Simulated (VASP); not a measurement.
# SiC3 (Pmm2) in VASP: settings compared

Aim: see how the results for SiC3 move with the level of theory and the settings. Levels: r2SCAN, HSE06. Tasks: single point.

All numbers are computed with VASP 6.6.1; they aren't measurements. Logs are shortened: lines on timing, memory, paths and dates and some standing lists are left out, and cuts for length are marked.

## (1) The cell of the first run

The structure is orthorhombic, space group Pmm2 (No. 25). The conventional cell has a = 2.687 Å, b = 2.796 Å, c = 4.090 Å, α = 90.00°, β = 90.00°, γ = 90.00°. C (site symmetry mm2) has 2 C at 1.64 Å and 2 Si at 1.80 Å within 2.2 Å. Within 2.1 Å of C (site symmetry mm2) lie 4 C at 1.60 to 1.64 Å. Within 2.1 Å of C (site symmetry mm2) lie 2 C at 1.60 Å and 2 Si at 1.82 Å. Si (site symmetry mm2) has 4 C at 1.80 to 1.82 Å within 2.4 Å.

## (2) Single point, r2SCAN (uniaxial x strain -3.9%)

POSCAR

```
SiC3
1.0
    2.6867817805      0.0000000000      0.0000000000
    0.0000000000      2.7964006874      0.0000000000
    0.0000000000      0.0000000000      4.0900436006
C Si
3 1
Direct
    0.5000000000      0.0000000000      0.7890873321
    0.5000000000      0.5000000000      0.0004461992
    0.0000000000      0.5000000000      0.2125516882
    0.0000000000      0.0000000000      0.4979147806
```

INCAR.step1

```
ALGO = Normal ; EDIFF = 1E-4
ENCUT = 520 ; GGA = PE
ISMEAR = 0 ; LASPH = True
LCHARG = False ; LREAL = False
LWAVE = True ; NBANDS = 16
NELM = 80 ; PREC = Accurate
SIGMA = 0.01
```

INCAR.step2

```
ALGO = Normal ; EDIFF = 1E-6
ENCUT = 520 ; ISIF = 2
ISMEAR = 0 ; ISTART = 1
LASPH = True ; LCHARG = True
LELF = True ; LMIXTAU = True
LREAL = False ; LVHAR = True
LWAVE = False ; METAGGA = R2SCAN
NBANDS = 16 ; NELM = 80
PREC = Accurate ; SIGMA = 0.01
```

KPOINTS

```
k-points
0
Gamma
  10 10 6
```

Potentials or basis: VASP PAW PBE potentials, release 64 (C, Si).

On the command line:

```bash
cat potpaw_PBE.64/C/POTCAR potpaw_PBE.64/Si/POTCAR > POTCAR
cp INCAR.step1 INCAR
mpirun -np 1 vasp_std > vasp.out
cp INCAR.step2 INCAR
mpirun -np 1 vasp_std > vasp.out
```

OUTCAR:

```text
EDIFF = 1E-6
   ENCUT = 520
   ISIF = 2
   ISMEAR = 0
   ISTART = 1
   LASPH = True
   LREAL = False
   METAGGA = R2SCAN
   NELM = 80
   PREC = Accurate

 ion  position               nearest neighbor table
   1  0.500  0.000  0.789-   2 1.64   2 1.64   4 1.80   4 1.80
   2  0.500  0.500  0.000-   3 1.60   3 1.60   1 1.64   1 1.64
   3  0.000  0.500  0.213-   2 1.60   2 1.60   4 1.82   4 1.82
   4  0.000  0.000  0.498-   1 1.80   1 1.80   3 1.82   3 1.82

  LATTYP: Found a simple orthorhombic cell.
 ALAT       =     2.6867817805
 B/A-ratio  =     1.0407993339
 C/A-ratio  =     1.5222835104

  Lattice vectors:

 A1 = (   2.6867817805,   0.0000000000,   0.0000000000)
 A2 = (   0.0000000000,   2.7964006874,   0.0000000000)
 A3 = (   0.0000000000,   0.0000000000,   4.0900436006)

Analysis of symmetry for initial positions (statically):
=====================================================================
 Subroutine PRICEL returns:
 Original cell was already a primitive cell.

 Routine SETGRP: Setting up the symmetry group for a
 simple orthorhombic supercell.

 Subroutine GETGRP returns: Found  4 space group operations
 (whereof  4 operations were pure point group operations)
 out of a pool of  8 trial point group operations.

The static configuration has the point symmetry C_2v.

Analysis of symmetry for dynamics (positions and initial velocities):
=====================================================================
 Subroutine PRICEL returns:
 Original cell was already a primitive cell.

 Routine SETGRP: Setting up the symmetry group for a
 simple orthorhombic supercell.

 Subroutine GETGRP returns: Found  4 space group operations
 (whereof  4 operations were pure point group operations)
 out of a pool of  8 trial point group operations.

The dynamic configuration has the point symmetry C_2v.

 Subroutine INISYM returns: Found  4 space group operations
 (whereof  4 operations are pure point group operations),
 and found     1 'primitive' translations

----------------------------------------------------------------------------------------

                                     Primitive cell

[... 91 lines left out ...]
   LASPH  =      T    aspherical Exc in radial PAW
   ENCUT  =  520.0 eV  38.22 Ry    6.18 a.u.   5.00  5.20  7.60*2*pi/ulx,y,z
   NELM   =     80;   NELMIN=  2; NELMDL=  0     # of ELM steps
   EDIFF  = 0.1E-05   stopping-criterion for ELM
   LREAL  =      F    real-space projection
   EDIFFG = 0.1E-04   stopping-criterion for IOM
   NSW    =      0    number of steps for IOM
   IBRION =     -1    ionic relax: 0-MD 1-quasi-New 2-CG
   NFREE  =      0    steps in history (QN), initial steepest desc. (CG)
   ISIF   =      2    stress and relaxation
   ISYM   =      2    0-nonsym 1-usesym 2-fastsym
   POTIM  = 0.5000    time-step for ionic-motion
   TEBEG  =    0.0;   TEEND  =   0.0 temperature during run
   PSTRESS=    0.0 pullay stress
   NELECT =      16.0000    total number of electrons
   NUPDOWN=      -1.0000    fix difference up-down
   EMIN   =  10.00;   EMAX   =-10.00  energy-range for DOS
   EFERMI =   0.00;   METHOD = LEGACY
   ISMEAR =     0;   SIGMA  =   0.01  broadening in eV -4-tet -1-fermi 0-gaus
   EFERMI_NEDOS =   21; number of points for ismear=-14 and -15
   IALGO  =     38    algorithm
   IMIX   =      4    mixing-type and parameters
     AMIX     =   0.40;   BMIX     =  1.00
     AMIX_MAG =   1.60;   BMIX_MAG =  1.00
  volume/ion in A,a.u.               =       7.68        51.84
  Fermi-wavevector in a.u.,A,eV,Ry     =   1.317028  2.488822 23.600149  1.734562
  Thomas-Fermi vector in A             =   2.447098
   LORBIT       =      0    0 simple, 1 ext, 2 COOP (PROOUT), +10 PAW based schemes
   METAGGA = R2SCAN    functional components
   LHFCALC =     F    Hartree Fock is set to
   AEXX    =    0.0000 exact exchange contribution
   IVDW    =     0    specifies the selected vdW correction
   LEPSILON=     F    determine dielectric tensor
   LRPA    =     F    only Hartree local field effects (RPA)
 non-spin polarized calculation
 Gauss-broadening in eV      SIGMA  =   0.01
  energy-cutoff  :      520.00
  volume of cell :       30.73
 maximum number of plane-waves:       846
 NGX is ok and might be reduce to    20
   NGX =  9   NGY = 11   NGZ = 15

 number of electron      16.0000001 magnetization

 Free energy of the ion-electron system (eV)
  ---------------------------------------------------
  ext. energy  EPLUGINS =         0.00000000
  ---------------------------------------------------
  free energy    TOTEN  =       -36.61724151 eV

  energy without entropy =      -36.61724151  energy(sigma->0) =      -36.61724151

 E-fermi :  10.4383     XC(G=0): -13.0363

 val. band max:       10.2903698792   @ k =   0.0000   0.0000   0.0000
 cond. band min:      11.4140628847   @ k =   0.5000   0.4000   0.0000
 fundamental gap:      1.1236930055
 Fermi energy:        10.4383331398

 k-point     1 :       0.0000    0.0000    0.0000
  band No.  band energies     occupation
      1     -10.2687      2.00000
      2      -3.3230      2.00000
      3      -1.8262      2.00000
      4       3.8359      2.00000
      5       4.4510      2.00000
      6       9.1026      2.00000
[... 433 lines left out ...]
      3      -0.6181      2.00000
      4       2.4836      2.00000
      5       3.0645      2.00000
      6       3.4413      2.00000
[... 8 lines left out ...]
     15      24.1055      0.00000
     16      25.5587      0.00000

 [... further k-points ...]

------------------------ aborting loop because EDIFF is reached ----------------------------------------

  FORCE on cell =-STRESS in cart. coord.  units (eV):
  Direction    XX          YY          ZZ          XY          YZ          ZX
  --------------------------------------------------------------------------------------
  -------------------------------------------------------------------------------------
  Total        5.7582519      0.1732694      1.0861305      0.0000000      0.0000000      0.0000000
  in kB      300.2213033      9.0338489     56.6282138      0.0000000      0.0000000      0.0000000
  external PRESSURE =     121.9611220 kB  Pullay stress =       0.0000000 kB

 VOLUME and BASIS-vectors are now :
 -----------------------------------------------------------------------------
  energy-cutoff  :      520.00
  volume of cell :       30.73
      direct lattice vectors                 reciprocal lattice vectors
     2.686781781  0.000000000  0.000000000     0.372192490  0.000000000  0.000000000
     0.000000000  2.796400687  0.000000000     0.000000000  0.357602544  0.000000000
     0.000000000  0.000000000  4.090043601     0.000000000  0.000000000  0.244496171

 POSITION                                       TOTAL-FORCE (eV/Angst)
 -----------------------------------------------------------------------------------
      1.34339      0.00000      3.22740         0.000000      0.000000     -0.046780
      1.34339      1.39820      0.00182         0.000000      0.000000     -0.012334
      0.00000      1.39820      0.86935         0.000000      0.000000      0.057168
      0.00000      0.00000      2.03649         0.000000      0.000000      0.001946
 -----------------------------------------------------------------------------------
    total drift:                                0.000000      0.000000      0.000089

  FREE ENERGIE OF THE ION-ELECTRON SYSTEM (eV)
  ---------------------------------------------------
  free  energy   TOTEN  =       -36.6172415138 eV

  energy  without entropy=      -36.6172415138  energy(sigma->0) =      -36.61724151
```

OUTCAR.step1:

```text
EDIFF = 1E-4
   ENCUT = 520
   GGA = PE
   ISMEAR = 0
[... 687 lines left out ...]
      1.34339      0.00000      3.22740         0.000000      0.000000      0.368390
      1.34339      1.39820      0.00182         0.000000      0.000000     -0.032670
      0.00000      1.39820      0.86935         0.000000      0.000000     -0.288471
      0.00000      0.00000      2.03649         0.000000      0.000000     -0.047249
 -----------------------------------------------------------------------------------
    total drift:                                0.000000      0.000000      0.000924

  FREE ENERGIE OF THE ION-ELECTRON SYSTEM (eV)
  ---------------------------------------------------
  free  energy   TOTEN  =       -30.9579761376 eV

  energy  without entropy=      -30.9579761376  energy(sigma->0) =      -30.95797614
```

Run time: 2.7 min. Hardware: 1 thread of Intel Xeon 6455B, shared host; peak memory 0.18 GiB.

What came out:

* Free energy: -36.6172 eV
* Pressure: 12.2 GPa
* Largest force: 0.057 eV/Å
* Band gap on the k mesh: 1.12 eV (least direct gap 1.67 eV)

Forces on the atoms (eV/Å):
```
C    0.000  0.000 -0.047
C    0.000  0.000 -0.012
C    0.000  0.000  0.057
Si   0.000  0.000  0.002
```

Caveat: the cell differs from its parent crystal (uniaxial x strain -3.9%); the cell stands under pressure; the PAW data sets were made with another functional, which shifts forces and pressure a little. A k mesh can miss the band edges.

## (3) Single point, HSE06 (uniaxial x strain -3.9%)

POSCAR is that of step 2.

INCAR.step1

```
SYSTEM = SiC3
ALGO     = Normal         ! electronic algorithm
EDIFF    = 1E-5           ! SCF threshold, eV
ENCUT    = 520            ! plane-wave cutoff, eV
GGA      = PE             ! functional
ISIF     = 2              ! what is computed and relaxed
ISMEAR   = 0              ! smearing method
LASPH    = .True.         ! aspherical terms in the spheres
LREAL    = .False.        ! projectors in reciprocal space
LWAVE    = .True.         ! write WAVECAR
NBANDS   = 16             ! bands
NELM     = 100            ! most SCF steps
PREC     = Accurate       ! precision mode
SIGMA    = 0.01           ! smearing width, eV
```

INCAR.step2

```
SYSTEM = SiC3
ALGO     = Normal         ! electronic algorithm
EDIFF    = 1E-6           ! SCF threshold, eV
ENCUT    = 520            ! plane-wave cutoff, eV
GGA      = PE             ! functional
HFSCREEN = 0.2079         ! screening, 1/A
ISIF     = 2              ! what is computed and relaxed
ISMEAR   = 0              ! smearing method
ISTART   = 1            
LASPH    = .True.         ! aspherical terms in the spheres
LCHARG   = .True.         ! write CHGCAR
LELF     = .True.         ! ELF
LHFCALC  = .True.         ! exact exchange
LREAL    = .False.        ! projectors in reciprocal space
LVHAR    = .True.       
LWAVE    = .False.        ! write WAVECAR
NBANDS   = 16             ! bands
NELM     = 100            ! most SCF steps
PREC     = Accurate       ! precision mode
PRECFOCK = Normal       
SIGMA    = 0.01           ! smearing width, eV
```

KPOINTS

```
k-points
0
Gamma
  6 6 4
  0 0 0
```

Potentials or basis: VASP PAW PBE potentials, release 64 (C, Si).

On the command line:

```bash
cat potpaw_PBE.64/C/POTCAR potpaw_PBE.64/Si/POTCAR > POTCAR
cp INCAR.step1 INCAR
mpirun -np 1 vasp_std > vasp.out
cp INCAR.step2 INCAR
mpirun -np 1 vasp_std > vasp.out
```

OUTCAR:

```text
SYSTEM = SiC3
   EDIFF = 1E-6
   ENCUT = 520
   GGA = PE
   HFSCREEN = 0.2079
   ISIF = 2
   ISMEAR = 0
   ISTART = 1
   LASPH = .True.
   LHFCALC = .True.
   LREAL = .False.
   NELM = 100
   PREC = Accurate
   PRECFOCK = Normal

 ion  position               nearest neighbor table
   1  0.500  0.000  0.789-   2 1.64   2 1.64   4 1.80   4 1.80
   2  0.500  0.500  0.000-   3 1.60   3 1.60   1 1.64   1 1.64
   3  0.000  0.500  0.213-   2 1.60   2 1.60   4 1.82   4 1.82
   4  0.000  0.000  0.498-   1 1.80   1 1.80   3 1.82   3 1.82

  LATTYP: Found a simple orthorhombic cell.
 ALAT       =     2.6867817805
 B/A-ratio  =     1.0407993339
 C/A-ratio  =     1.5222835104

  Lattice vectors:

 A1 = (   2.6867817805,   0.0000000000,   0.0000000000)
 A2 = (   0.0000000000,   2.7964006874,   0.0000000000)
 A3 = (   0.0000000000,   0.0000000000,   4.0900436006)

Analysis of symmetry for initial positions (statically):
=====================================================================
 Subroutine PRICEL returns:
 Original cell was already a primitive cell.

 Routine SETGRP: Setting up the symmetry group for a
 simple orthorhombic supercell.

[... 182 lines left out ...]
 cond. band min:      11.6214617108   @ k =   0.5000   0.5000   0.0000
 fundamental gap:      1.8671615810
 Fermi energy:         9.8262636612

 k-point     1 :       0.0000    0.0000    0.0000
  band No.  band energies     occupation
      1     -11.6317      2.00000
      2      -4.3620      2.00000
      3      -2.8809      2.00000
      4       3.1087      2.00000
      5       3.7181      2.00000
      6       8.5906      2.00000
[... 433 lines left out ...]
      3      -2.0810      2.00000
      4      -0.5101      2.00000
      5       3.2084      2.00000
      6       4.5866      2.00000
[... 8 lines left out ...]
     15      21.5041      0.00000
     16      24.3566      0.00000

 [... further k-points ...]

------------------------ aborting loop because EDIFF is reached ----------------------------------------

  FORCE on cell =-STRESS in cart. coord.  units (eV):
  Direction    XX          YY          ZZ          XY          YZ          ZX
  --------------------------------------------------------------------------------------
  -------------------------------------------------------------------------------------
  Total        5.1233693     -0.5162516      0.4118573      0.0000000      0.0000000      0.0000000
  in kB      267.1200637    -26.9161073     21.4732401      0.0000000      0.0000000      0.0000000
  external PRESSURE =      87.2257322 kB  Pullay stress =       0.0000000 kB

 VOLUME and BASIS-vectors are now :
 -----------------------------------------------------------------------------
  energy-cutoff  :      520.00
  volume of cell :       30.73
      direct lattice vectors                 reciprocal lattice vectors
     2.686781781  0.000000000  0.000000000     0.372192490  0.000000000  0.000000000
     0.000000000  2.796400687  0.000000000     0.000000000  0.357602544  0.000000000
     0.000000000  0.000000000  4.090043601     0.000000000  0.000000000  0.244496171

 POSITION                                       TOTAL-FORCE (eV/Angst)
 -----------------------------------------------------------------------------------
      1.34339      0.00000      3.22740         0.000000      0.000000      0.260959
      1.34339      1.39820      0.00182         0.000000      0.000000     -0.038159
      0.00000      1.39820      0.86935         0.000000      0.000000     -0.211947
      0.00000      0.00000      2.03649         0.000000      0.000000     -0.010854
 -----------------------------------------------------------------------------------
    total drift:                               -0.000000     -0.000000      0.000096

  FREE ENERGIE OF THE ION-ELECTRON SYSTEM (eV)
  ---------------------------------------------------
  free  energy   TOTEN  =       -36.0716679219 eV

  energy  without entropy=      -36.0716679219  energy(sigma->0) =      -36.07166792
```

OUTCAR.step1:

```text
SYSTEM = SiC3
   EDIFF = 1E-5
   ENCUT = 520
   GGA = PE
   ISIF = 2
   ISMEAR = 0
[... 687 lines left out ...]
      1.34339      0.00000      3.22740         0.000000      0.000000      0.360638
      1.34339      1.39820      0.00182         0.000000      0.000000     -0.032409
      0.00000      1.39820      0.86935         0.000000      0.000000     -0.285735
      0.00000      0.00000      2.03649         0.000000      0.000000     -0.042494
 -----------------------------------------------------------------------------------
    total drift:                                0.000000      0.000000     -0.000199

  FREE ENERGIE OF THE ION-ELECTRON SYSTEM (eV)
  ---------------------------------------------------
  free  energy   TOTEN  =       -30.9472208643 eV

  energy  without entropy=      -30.9472208643  energy(sigma->0) =      -30.94722086
```

OSZICAR.step1:

```text
N       E                     dE             d eps       ncg     rms          rms(c)
DAV:   1     0.234552784128E+02    0.23455E+02   -0.76987E+03  1536   0.935E+02
DAV:   2    -0.312182570689E+02   -0.54674E+02   -0.50230E+02  2168   0.171E+02
DAV:   3    -0.331819638443E+02   -0.19637E+01   -0.19573E+01  1896   0.290E+01
DAV:   4    -0.331922621199E+02   -0.10298E-01   -0.10295E-01  1984   0.256E+00
DAV:   5    -0.331923507002E+02   -0.88580E-04   -0.88578E-04  1912   0.212E-01    0.110E+01
DAV:   6    -0.311972883928E+02    0.19951E+01   -0.23318E+00  1984   0.107E+01    0.561E+00
DAV:   7    -0.309720362692E+02    0.22525E+00   -0.54604E-01  2088   0.483E+00    0.244E+00
DAV:   8    -0.309467923262E+02    0.25244E-01   -0.50228E-02  1864   0.161E+00    0.541E-01
DAV:   9    -0.309470806687E+02   -0.28834E-03   -0.48857E-03  2008   0.569E-01    0.149E-01
DAV:  10    -0.309471881879E+02   -0.10752E-03   -0.86878E-04  1968   0.221E-01    0.391E-02
DAV:  11    -0.309472165802E+02   -0.28392E-04   -0.54035E-05  2024   0.627E-02    0.215E-02
DAV:  12    -0.309472208643E+02   -0.42841E-05   -0.12119E-05  1384   0.264E-02
   1 F= -.30947221E+02 E0= -.30947221E+02  d E =-.574583E-34
```

Run time: 18 min. Hardware: 1 thread of Oxide Virtual Turin-like, shared host; peak memory 0.23 GiB.

What came out:

```yaml
Free_energy: -36.0717 eV
Pressure: 8.7 GPa
Largest_force: 0.261 eV/Å
Band_gap_on_the_k_mesh: 1.87 eV (least direct gap 2.43 eV)
```

Forces in eV/Å, atoms in the order of the input:
```
C    0.000  0.000  0.261
C    0.000  0.000 -0.038
C    0.000  0.000 -0.212
Si   0.000  0.000 -0.011
```

Stress tensor (GPa, compression positive):
```
26.71  0.00  0.00
 0.00 -2.69  0.00
 0.00  0.00  2.15
```

Levels at points of the mesh, in eV from the valence-band top:
```tsv
k point	band 4	band 5	band 6	band 7	band 8	band 9	band 10	band 11	band 12	band 13
(0.00, 0.00, 0.00)	-6.65	-6.04	-1.16	-0.48	0.00	2.43	4.24	6.02	6.21	7.29
(0.50, 0.00, 0.00)	-8.01	-7.61	-7.34	-4.69	-1.47	5.71	6.67	6.68	8.75	11.65
(0.00, 0.50, 0.00)	-8.29	-7.64	-7.49	-4.60	-0.81	6.70	7.08	7.26	9.42	11.80
(0.50, 0.50, 0.00)	-9.78	-7.27	-6.40	-6.35	-4.82	1.87	2.33	2.44	5.95	14.69
(0.00, 0.00, 0.50)	-6.10	-5.61	-5.00	-2.23	-1.37	3.54	4.08	7.11	8.84	9.35
(0.50, 0.00, 0.50)	-12.04	-4.56	-3.59	-3.18	-1.35	3.55	6.67	7.04	7.33	9.27
(0.00, 0.50, 0.50)	-12.41	-4.50	-3.40	-2.85	-0.70	4.00	6.58	7.19	7.93	10.21
(0.50, 0.50, 0.50)	-8.60	-8.22	-7.88	-7.80	-7.52	5.89	6.29	6.73	10.32	10.90
```

Caveat: the cell differs from its parent crystal (uniaxial x strain -3.9%); the cell stands under pressure; the PAW data sets were made with another functional, which shifts forces and pressure a little. A k mesh can miss the band edges.
